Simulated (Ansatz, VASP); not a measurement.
**AlGa2Sb3 in VASP and in Ansatz**

Contents of INCAR:

```
SYSTEM = AlGa2Sb3
PREC = Accurate
ENCUT = 600
EDIFF = 1E-7
ISMEAR = 0
SIGMA = 0.1
LREAL = .False.
LASPH = .True.
NELM = 60
ALGO = Normal
ISIF = 3
LWAVE = .False.
LCHARG = .False.
GGA = PE
IBRION = 2
NSW = 90
EDIFFG = -0.04
```

File KPOINTS:

```
regular mesh
0
Gamma
  6 6 6
  0 0 0
```

Contents of POSCAR:

```
AlGa2Sb3
1.0
    3.0213674915      1.7443873345      5.1030307672
   -3.0213674915      1.7443873345      5.1030307672
    0.0000000000     -3.4887746691      5.1030307672
Al Ga Sb
1 2 3
Direct
    0.5000000000      0.5000000000      0.5000000000
    0.1379967206      0.1379967206      0.1379967206
    0.8620032794      0.8620032794      0.8620032794
    0.5000000000      0.5000000000      0.0000000000
    0.0000000000      0.5000000000      0.5000000000
    0.5000000000      0.0000000000      0.5000000000
```

Input for Ansatz:

```yaml
crystal:
  lattice:
    - [3.0213674915, 1.7443873345, 5.1030307672]
    - [-3.0213674915, 1.7443873345, 5.1030307672]
    - [0.0, -3.4887746691, 5.1030307672]
  atoms:
    - { symbol: Al, position: [0.5, 0.5, 0.5] }
    - { symbol: Ga, position: [0.1379967206, 0.1379967206, 0.1379967206] }
    - { symbol: Ga, position: [0.8620032794, 0.8620032794, 0.8620032794] }
    - { symbol: Sb, position: [0.5, 0.5, 0.0] }
    - { symbol: Sb, position: [0.0, 0.5, 0.5] }
    - { symbol: Sb, position: [0.5, 0.0, 0.5] }
basis:
  ecutwfc: 420
kpoints:
  mp_grid: { grid: [6, 6, 6] }
hamiltonian:
  xc: pbe
scf:
  occupations: { method: gaussian, width: 0.1 }
  lower_state_search: "off"
output:
  forces: true
  stress: true
  eigenvalues: true
relax:
  adjacent_minimum: "off"
  f_tol: 0.04
  max_steps: 70
  cell: { stress_tol: 0.4 }
```

Alike in both runs: task relaxation of cell and atoms; functional PBE; k mesh 6 × 6 × 6; occupations gaussian, width 0.1 eV; no spin polarisation.

|  | VASP | Ansatz |
| --- | --- | --- |
| version | VASP 6.6.1 | Ansatz 0.2.0 |
| potentials or method | VASP PAW PBE potentials, release 64 (Al, Ga_d, Sb), cutoff 600 eV | scalar-relativistic, plane waves, PAW |
| valence electrons in the cell | 44 | 74 |

|  | VASP | Ansatz | Ansatz less VASP |
| --- | --- | --- | --- |
| gap on the k mesh at the Fermi level, each at its own relaxed structure (eV) | none | none | - |
| relaxed volume (Å³/atom) | 26.09 | 26.21 | +0.120 |
| relaxed cell length with the largest relative difference (Å) | 5.612 | 5.626 | +0.0134 |

A gap of «none» marks a metal or a gap that the smearing closes. VASP's potentials hold 44 valence electrons a cell and Ansatz's 74, so a difference there can come from the potentials and not from the codes.

Neither program's run includes spin-orbit coupling.
